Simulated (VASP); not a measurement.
Here is a VASP 6.6.1 calculation.

File INCAR:

```
SYSTEM = Nb2Te6Mo
PREC = Accurate ; ENCUT = 520
EDIFF = 1E-6 ; ISMEAR = 0
SIGMA = 0.1 ; LREAL = .FALSE.
LASPH = .TRUE. ; NELM = 80
ALGO = Normal ; ISIF = 2
LWAVE = .FALSE. ; LCHARG = .FALSE.
GGA = PE ; NBANDS = 48
```

Contents of KPOINTS:

```
regular mesh
0
G
  3 3 2
  0 0 0
```

The input POSCAR:

```
Nb2Te6Mo
1.0
    6.2677079000      0.0000000000      0.0000000000
   -3.1338540000      5.4279943000      0.0000000000
    0.0000000000      0.0000000000      7.8393761000
Nb Te Mo
2 6 1
Direct
    0.3333333000      0.6666667000      0.0000000000
    0.6666667000      0.3333333000      0.0000000000
    0.6709380000      0.0000000000      0.7639830000
    0.3290620000      0.3290620000      0.7639830000
    0.0000000000      0.6709380000      0.7639830000
    0.3290620000      0.0000000000      0.2360170000
    0.0000000000      0.3290620000      0.2360170000
    0.6709380000      0.6709380000      0.2360170000
    0.0000000000      0.0000000000      0.0000000000
```

Potentials or basis: VASP PAW PBE potentials, release 64 (Nb_sv, Te, Mo_sv).

The run is started by

```bash
$ cat potpaw_PBE.64/Nb_sv/POTCAR potpaw_PBE.64/Te/POTCAR potpaw_PBE.64/Mo_sv/POTCAR > POTCAR
$ mpirun -np 1 vasp_std > vasp.out
```

(1) Predict the largest force.

(2) Estimate the pressure.

(3) What does it give for the band gap on the k mesh?

Results:

(1) 0.036 eV/Å.

(2) -0.1 GPa.

(3) zero (band 38 reaches 7.38 eV, above the bottom of band 39 at 5.90 eV).

Caveat: the k points lie up to 0.40 Å⁻¹ apart; spin-orbit coupling is left out, which moves the levels of the heavy elements; this functional lacks dispersion, which binds the layers, so the pressure and a relaxed spacing across them are unreliable.
